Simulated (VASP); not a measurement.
Here is a VASP 6.6.1 calculation.

INCAR

```
SYSTEM = Y
PREC = Accurate
ENCUT = 520
EDIFF = 1E-6
ISMEAR = 0
SIGMA = 0.1
LREAL = .False.
LASPH = .True.
NELM = 60
ALGO = Fast
ISIF = 2
LWAVE = .False.
LCHARG = .True.
GGA = PS
LELF = .True.
LVHAR = .True.
NBANDS = 12
```

Contents of KPOINTS:

```
Automatic mesh
0
Gamma
  14 14 14
  0 0 0
```

POSCAR

```
Y
1.0
    0.0000000000      2.3665470163      2.3665470163
    2.3665470163      0.0000000000      2.3665470163
    2.3665470163      2.3665470163      0.0000000000
Y
1
Direct
    0.0000000000      0.0000000000      0.0000000000
```

Potentials or basis: VASP PAW PBE potentials, release 64 (Y_sv).

The run is started by

```sh
$ cat potpaw_PBE.64/Y_sv/POTCAR > POTCAR
$ mpirun -np 1 vasp_std > vasp.out
```

**Question.** Estimate the band gap on the k mesh.

**Answer.** Zero (an odd number of electrons rules out a gap without spin polarisation).

**Question.** What does it give for the pressure?

**Answer.** 7.8 GPa.

Caveat: the cell stands under pressure; the PAW data sets were made with another functional, which shifts forces and pressure a little.
